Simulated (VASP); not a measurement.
# Eu (Im-3m) in VASP: a series of runs

Eu is run at these levels: PBEsol; tasks: electric field gradients.

Program: VASP 6.6.1. These are calculated values, not measurements. Logs are shortened: lines on timing, memory, paths and dates and some standing lists are left out, and cuts for length are marked.

## (1) The cell of the first run

Symmetry: Im-3m, No. 229, cubic system. The conventional cell has a = 4.450 Å, b = 4.450 Å, c = 4.450 Å, α = 90.00°, β = 90.00°, γ = 90.00°. Within 5.1 Å of Eu (site symmetry m-3m) lie 14 Eu at 3.85 to 4.45 Å.

## (2) Electric field gradients, PBEsol, collinear spin, ferromagnetic start (volume scaled by 0.975)

INCAR reads:

```
SYSTEM = Eu
PREC = Accurate ; ENCUT = 520
EDIFF = 1E-8 ; ISMEAR = -1
SIGMA = 0.05 ; LREAL = .FALSE.
LASPH = .TRUE. ; NELM = 150
ALGO = Normal ; ISIF = 2
LWAVE = .FALSE. ; LCHARG = .FALSE.
ISPIN = 2 ; MAGMOM = 7
LORBIT = 11 ; LMAXMIX = 6
GGA = PS ; LEFG = .TRUE.
NBANDS = 18
```

KPOINTS reads:

```
Automatic mesh
0
G
  10 10 10
  0 0 0
```

POSCAR reads:

```
Eu
1.0
   -2.2249446718      2.2249446718      2.2249446718
    2.2249446718     -2.2249446718      2.2249446718
    2.2249446718      2.2249446718     -2.2249446718
Eu
1
Direct
    0.0000000000      0.0000000000      0.0000000000
```

Potentials or basis: VASP PAW PBE potentials, release 64 (Eu).

Command:

```
$ cat potpaw_PBE.64/Eu/POTCAR > POTCAR
$ mpirun -np 1 vasp_std > vasp.out
```

OUTCAR:

```text
SYSTEM = Eu
   PREC = Accurate
   ENCUT = 520
   EDIFF = 1E-8
   ISMEAR = -1
   LREAL = .FALSE.
   LASPH = .TRUE.
   NELM = 150
   ISIF = 2
   ISPIN = 2
   LORBIT = 11
   GGA = PS

 ion  position               nearest neighbor table
   1  0.000  0.000  0.000-

  LATTYP: Found a body centered cubic cell.
 ALAT       =     4.4498893436

  Lattice vectors:

 A1 = (  -2.2249446718,   2.2249446718,   2.2249446718)
 A2 = (   2.2249446718,  -2.2249446718,   2.2249446718)
 A3 = (   2.2249446718,   2.2249446718,  -2.2249446718)

Analysis of symmetry for initial positions (statically):
=====================================================================
 Subroutine PRICEL returns:
 Original cell was already a primitive cell.

 Routine SETGRP: Setting up the symmetry group for a
 body centered cubic supercell.

 Subroutine GETGRP returns: Found 48 space group operations
 (whereof 48 operations were pure point group operations)
 out of a pool of 48 trial point group operations.

The static configuration has the point symmetry O_h .

Analysis of symmetry for dynamics (positions and initial velocities):
=====================================================================
 Subroutine PRICEL returns:
 Original cell was already a primitive cell.

 Routine SETGRP: Setting up the symmetry group for a
 body centered cubic supercell.

 Subroutine GETGRP returns: Found 48 space group operations
 (whereof 48 operations were pure point group operations)
 out of a pool of 48 trial point group operations.

The dynamic configuration has the point symmetry O_h .

Analysis of structural, dynamic, and magnetic symmetry:
=====================================================================
 Subroutine PRICEL returns:
 Original cell was already a primitive cell.

 Routine SETGRP: Setting up the symmetry group for a
 body centered cubic supercell.

 Subroutine GETGRP returns: Found 48 space group operations
 (whereof 48 operations were pure point group operations)
 out of a pool of 48 trial point group operations.

The overall configuration has the point symmetry O_h .

 Subroutine INISYM returns: Found 48 space group operations
 (whereof 48 operations are pure point group operations),
 and found     1 'primitive' translations

[... 139 lines left out ...]

 E-fermi :   1.8331     XC(G=0):  -8.7623

 val. band max:        1.7683003459   @ k =  -0.4000   0.4000   0.4000
 cond. band min:       1.8401983798   @ k =  -0.4000  -0.4000   0.1000
 fundamental gap:      0.0718980338
 Fermi energy:         1.8330618711

 spin component 1

 k-point     1 :       0.0000    0.0000    0.0000
  band No.  band energies     occupation
      1     -39.8606      1.00000
      2     -18.4455      1.00000
      3     -18.4455      1.00000
      4     -18.4455      1.00000
      5      -2.5345      1.00000
      6       1.3002      0.99998
[... 493 lines left out ...]
     17       5.7451      0.00000
     18       9.8823      0.00000

 [... further k-points ...]

 spin component 2

 k-point     1 :       0.0000    0.0000    0.0000
  band No.  band energies     occupation
      1     -36.7498      1.00000
      2     -16.0963      1.00000
      3     -16.0963      1.00000
      4     -16.0963      1.00000
      5      -1.7360      1.00000
      6       4.5708      0.00000
[... 493 lines left out ...]
     17       7.0178      0.00000
     18      11.0456      0.00000

 [... further k-points ...]
[... 5 lines left out ...]
  --------------------------------------------------------------------------------------
  -------------------------------------------------------------------------------------
  Total       -0.5755173     -0.5755173     -0.5755173     -0.0000000     -0.0000000     -0.0000000
  in kB      -20.9291362    -20.9291362    -20.9291362     -0.0000000     -0.0000000     -0.0000000
  external PRESSURE =     -20.9291362 kB  Pullay stress =       0.0000000 kB

 VOLUME and BASIS-vectors are now :
 -----------------------------------------------------------------------------
  energy-cutoff  :      520.00
  volume of cell :       44.06
      direct lattice vectors                 reciprocal lattice vectors
    -2.224944672  2.224944672  2.224944672     0.000000000  0.224724689  0.224724689
     2.224944672 -2.224944672  2.224944672     0.224724689  0.000000000  0.224724689
     2.224944672  2.224944672 -2.224944672     0.224724689  0.224724689  0.000000000

 POSITION                                       TOTAL-FORCE (eV/Angst)
 -----------------------------------------------------------------------------------
      0.00000      0.00000      0.00000         0.000000     -0.000000      0.000000
 -----------------------------------------------------------------------------------
    total drift:                               -0.000000     -0.000000      0.000000

  FREE ENERGIE OF THE ION-ELECTRON SYSTEM (eV)
  ---------------------------------------------------
  free  energy   TOTEN  =       -11.6422388445 eV

  energy  without entropy=      -11.6277610280  energy(sigma->0) =      -11.63499994

 Electric field gradients (V/A^2)
---------------------------------------------------------------------
 ion       V_xx      V_yy      V_zz      V_xy      V_xz      V_yz
---------------------------------------------------------------------
   1      -0.000    -0.000     0.000    -0.001    -0.001    -0.001
---------------------------------------------------------------------

 Electric field gradients after diagonalization (V/A^2)
 (convention: |V_zz| > |V_xx| > |V_yy|)
----------------------------------------------------------------------
 ion       V_xx      V_yy      V_zz     asymmetry (V_yy - V_xx)/ V_zz
----------------------------------------------------------------------
   1       0.001     0.001    -0.003       0.000
----------------------------------------------------------------------

           NMR quadrupolar parameters

 Cq : quadrupolar parameter    Cq=e*Q*V_zz/h
 eta: asymmetry parameters     (V_yy - V_xx)/ V_zz
 Q  : nuclear electric quadrupole moment in mb (millibarn)
----------------------------------------------------------------------
 ion       Cq(MHz)       eta       Q (mb)
----------------------------------------------------------------------
   1      -0.000       0.000       1.000
----------------------------------------------------------------------

 total charge

# of ion       s       p       d       f       tot
--------------------------------------------------
    1        2.080   5.685   0.276   6.650  14.690

 magnetization (x)

# of ion       s       p       d       f       tot
--------------------------------------------------
    1       -0.002  -0.084   0.136   6.648   6.699
```

OSZICAR:

```text
N       E                     dE             d eps       ncg     rms          rms(c)
DAV:   1     0.106512968480E+03    0.10651E+03   -0.66778E+03  4090   0.413E+03
DAV:   2     0.749400321248E+01   -0.99019E+02   -0.87236E+02  4296   0.278E+02
DAV:   3    -0.781298352638E+01   -0.15307E+02   -0.15069E+02  5136   0.996E+01
DAV:   4    -0.932394055611E+01   -0.15110E+01   -0.14997E+01  6562   0.244E+01
DAV:   5    -0.940240236297E+01   -0.78462E-01   -0.78346E-01  5872   0.637E+00    0.295E+01
DAV:   6    -0.126325495292E+02   -0.32301E+01   -0.27585E+00  4604   0.158E+01    0.193E+01
DAV:   7    -0.117288292679E+02    0.90372E+00   -0.14216E+00  5106   0.219E+01    0.132E+01
DAV:   8    -0.116609945378E+02    0.67835E-01   -0.65465E-01  5146   0.174E+01    0.503E+00
DAV:   9    -0.116566912221E+02    0.43033E-02   -0.12602E-01  5580   0.751E+00    0.269E+00
DAV:  10    -0.116448218719E+02    0.11869E-01   -0.14644E-02  5948   0.133E+00    0.235E+00
DAV:  11    -0.116457339720E+02   -0.91210E-03   -0.14129E-03  5910   0.191E-01    0.204E+00
DAV:  12    -0.116428477694E+02    0.28862E-02   -0.23448E-03  5244   0.975E-01    0.108E+00
DAV:  13    -0.116422038424E+02    0.64393E-03   -0.18727E-03  5602   0.868E-01    0.158E-01
DAV:  14    -0.116422360999E+02   -0.32258E-04   -0.10366E-04  5388   0.631E-02    0.819E-02
DAV:  15    -0.116422389133E+02   -0.28134E-05   -0.18049E-05  6626   0.416E-02    0.275E-02
DAV:  16    -0.116422388008E+02    0.11251E-06   -0.43245E-06  5884   0.328E-02    0.241E-02
DAV:  17    -0.116422388373E+02   -0.36498E-07   -0.65827E-07  6258   0.916E-03    0.127E-02
DAV:  18    -0.116422388445E+02   -0.71732E-08   -0.97988E-08  5830   0.411E-03
   1 F= -.11642239E+02 E0= -.11635000E+02  d E =-.144778E-01  mag=     7.3494
```

Wall time 1.7 min (1 thread of Intel Xeon 6975P-C (Granite Rapids), shared host); peak memory 0.24 GiB.

Results:

```yaml
Free_energy: -11.6422 eV
Pressure: -2.1 GPa
Net_moment: 7.35 μB per cell
Site_moments: Eu +6.70 μB
Valence_electrons_inside_the_program's_atomic_spheres: Eu 14.69
```

Levels at points of the mesh, in eV from the Fermi level:
Spin up:
| k point | band 10 | band 11 | band 12 | band 13 | band 14 | band 15 |
| --- | --- | --- | --- | --- | --- | --- |
| (0.00, 0.00, 0.00) | -0.38 | -0.38 | -0.34 | 1.71 | 1.71 | 1.71 |
| (0.50, 0.00, 0.00) | -0.39 | -0.38 | -0.36 | 0.38 | 0.68 | 3.25 |
| (0.50, 0.50, 0.50) | -0.49 | -0.35 | -0.35 | -0.35 | 4.71 | 4.71 |
Spin down:
| k point | band 2 | band 3 | band 4 | band 5 | band 6 | band 7 | band 8 | band 9 |
| --- | --- | --- | --- | --- | --- | --- | --- | --- |
| (0.00, 0.00, 0.00) | -17.93 | -17.93 | -17.93 | -3.57 | 2.74 | 2.74 | 2.74 | 3.91 |
| (0.50, 0.00, 0.00) | -18.41 | -18.09 | -17.93 | -0.91 | 1.31 | 1.45 | 3.85 | 4.13 |
| (0.50, 0.50, 0.50) | -18.27 | -18.27 | -18.27 | -0.23 | -0.23 | 3.86 | 3.86 | 3.86 |

Caveat: without QUAD_EFG the Cq values of the log hold for a quadrupole moment of 1 mb, not for the nuclei; the PAW data sets were made with another functional, which shifts forces and pressure a little; spin-orbit coupling is left out, which moves the levels of the heavy elements.

## (3) Electric field gradients, PBEsol, collinear spin, ferromagnetic start (volume scaled by 0.95)

INCAR reads:

```
PREC = Accurate
ENCUT = 520
EDIFF = 1E-8
ISMEAR = -1
SIGMA = 0.05
LREAL = F
LASPH = T
NELM = 150
ALGO = Normal
ISIF = 2
LWAVE = F
LCHARG = F
ISPIN = 2
MAGMOM = 7
LORBIT = 11
LMAXMIX = 6
GGA = PS
LEFG = T
NBANDS = 18
```

KPOINTS reads:

```
regular mesh
0
Gamma
  10 10 10
```

POSCAR reads:

```
Eu
1.0
   -2.2057631598      2.2057631598      2.2057631598
    2.2057631598     -2.2057631598      2.2057631598
    2.2057631598      2.2057631598     -2.2057631598
Eu
1
Direct
    0.0000000000      0.0000000000      0.0000000000
```

Potentials or basis: VASP PAW PBE potentials, release 64 (Eu).

Command:

```
$ cat potpaw_PBE.64/Eu/POTCAR > POTCAR
$ mpirun -np 1 vasp_std > vasp.out
```

OUTCAR:

```text
PREC = Accurate
   ENCUT = 520
   EDIFF = 1E-8
   ISMEAR = -1
   LREAL = F
   LASPH = T
   NELM = 150
   ISIF = 2
   ISPIN = 2
   LORBIT = 11
   GGA = PS

 ion  position               nearest neighbor table
   1  0.000  0.000  0.000-

  LATTYP: Found a body centered cubic cell.
 ALAT       =     4.4115263196

  Lattice vectors:

 A1 = (  -2.2057631598,   2.2057631598,   2.2057631598)
 A2 = (   2.2057631598,  -2.2057631598,   2.2057631598)
 A3 = (   2.2057631598,   2.2057631598,  -2.2057631598)
[... 1239 lines left out ...]

 Electric field gradients (V/A^2)
---------------------------------------------------------------------
 ion       V_xx      V_yy      V_zz      V_xy      V_xz      V_yz
---------------------------------------------------------------------
   1      -0.000     0.000    -0.000     0.002     0.002     0.002
---------------------------------------------------------------------

 Electric field gradients after diagonalization (V/A^2)
 (convention: |V_zz| > |V_xx| > |V_yy|)
----------------------------------------------------------------------
 ion       V_xx      V_yy      V_zz     asymmetry (V_yy - V_xx)/ V_zz
----------------------------------------------------------------------
   1      -0.002    -0.002     0.004       0.000
----------------------------------------------------------------------

           NMR quadrupolar parameters

 Cq : quadrupolar parameter    Cq=e*Q*V_zz/h
 eta: asymmetry parameters     (V_yy - V_xx)/ V_zz
 Q  : nuclear electric quadrupole moment in mb (millibarn)
----------------------------------------------------------------------
 ion       Cq(MHz)       eta       Q (mb)
----------------------------------------------------------------------
   1       0.000       0.000       1.000
----------------------------------------------------------------------

 total charge

# of ion       s       p       d       f       tot
--------------------------------------------------
    1        2.081   5.683   0.287   6.642  14.693

 magnetization (x)

# of ion       s       p       d       f       tot
--------------------------------------------------
    1       -0.001  -0.083   0.136   6.640   6.692
```

stdout:

```text
POSCAR found type information on POSCAR Eu
 POSCAR found :  1 types and       1 ions
 scaLAPACK will be used
 -----------------------------------------------------------------------------
|                                                                             |
|                                                                             |
|     You enforced a specific xc type in the INCAR file but a different       |
|     I HOPE YOU KNOW WHAT YOU ARE DOING!                                     |
|                                                                             |
 -----------------------------------------------------------------------------

 LDA part: xc-table for (Slater+PW92), standard interpolation
 POSCAR, INCAR and KPOINTS ok, starting setup
 FFT: planning ... GRIDC
 FFT: planning ... GRID_SOFT
 FFT: planning ... GRID
 WAVECAR not read
 entering main loop
ion   1
```

Run time: 89 s. Hardware: 1 thread of Intel Xeon 6975P-C (Granite Rapids), shared host; peak memory 0.21 GiB.

Results:

```
Free energy                                           : -11.6557 eV
Pressure                                              : -1.9 GPa
Net moment                                            : 7.33 μB per cell
Site moments                                          : Eu +6.69 μB
Valence electrons inside the program's atomic spheres : Eu 14.69
```

Levels at points of the mesh, in eV from the Fermi level:
Spin up:
```tsv
k point	band 9	band 10	band 11	band 12	band 13	band 14	band 15	band 16
(0.00, 0.00, 0.00)	-0.38	-0.38	-0.38	-0.33	1.73	1.73	1.73	3.45
(0.50, 0.00, 0.00)	-0.40	-0.39	-0.38	-0.36	0.37	0.75	3.33	4.05
(0.50, 0.50, 0.50)	-0.49	-0.49	-0.34	-0.34	-0.34	4.86	4.86	4.86
```
Spin down:
```tsv
k point	band 2	band 3	band 4	band 5	band 6	band 7	band 8	band 9
(0.00, 0.00, 0.00)	-17.89	-17.89	-17.89	-3.60	2.76	2.76	2.76	3.90
(0.50, 0.00, 0.00)	-18.42	-18.06	-17.89	-0.94	1.30	1.53	3.84	4.13
(0.50, 0.50, 0.50)	-18.26	-18.26	-18.26	-0.28	-0.28	3.87	3.87	3.87
```

Caveat: without QUAD_EFG the Cq values of the log hold for a quadrupole moment of 1 mb, not for the nuclei; the PAW data sets were made with another functional, which shifts forces and pressure a little; spin-orbit coupling is left out, which moves the levels of the heavy elements. The state reached can hang on the start; a lower one may exist.

(Part 1 of 2 ends here.)
